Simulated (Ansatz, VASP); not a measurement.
Given: the input of a run of VASP 6.6.1 on Ba.

Contents of INCAR:

```
SYSTEM = Ba
PREC = Accurate ; ENCUT = 520
EDIFF = 1E-6 ; ISMEAR = -5
SIGMA = 0.05 ; LREAL = .FALSE.
LASPH = .TRUE. ; NELM = 100
ALGO = Normal ; ISIF = 2
LWAVE = .FALSE. ; LCHARG = .FALSE.
GGA = PE ; NBANDS = 11
```

KPOINTS

```
regular mesh
0
G
  8 8 8
  0 0 0
```

The input POSCAR:

```
Ba
1.0
    4.2527607814      0.0000000000      0.0000000000
   -1.4175869269      4.0095413166      0.0000000000
   -1.4175869269     -2.0047706576      3.4723646381
Ba
1
Direct
    0.0000000000      0.0000000000      0.0000000000
```

Potentials or basis: VASP PAW PBE potentials, release 64 (Ba_sv).

Command:

```bash
$ cat potpaw_PBE.64/Ba_sv/POTCAR > POTCAR
$ mpirun -np 1 vasp_std > vasp.out
```

**Question.** Set up the same calculation for Ansatz 0.2.0. Potentials there: Ansatz PAW.

**Answer.** As run (the cutoff follows the program's own potentials):

Contents of input.yaml:

```yaml
crystal:
  lattice:
    - [4.2527607814, 0.0, 0.0]
    - [-1.4175869269, 4.0095413166, 0.0]
    - [-1.4175869269, -2.0047706576, 3.4723646381]
  atoms:
    - { symbol: Ba, position: [0.0, 0.0, 0.0] }
hamiltonian:
  xc: pbe
  pseudopotentials: { kind: paw }
kpoints:
  mp_grid: { grid: [8, 8, 8] }
scf:
  occupations: { method: tetrahedron }
output:
  forces: true
  stress: true
```

Potentials or basis: Ansatz PAW.

Launch:

```bash
$ ansatz run input.yaml --threads 2 --pin off --max-ram 5632MiB --backend cpu --events-out ev --progress --plain --runs-dir out
```

Both were run:

|  | VASP | Ansatz | Ansatz less VASP |
| --- | --- | --- | --- |
| gap on the k mesh at the Fermi level (eV) | none | none | - |
| pressure (GPa) | 0.7 | 0.7 | -0.04 |

A gap of «none» marks a metal or a gap that the smearing closes.

Neither program's run includes spin-orbit coupling.
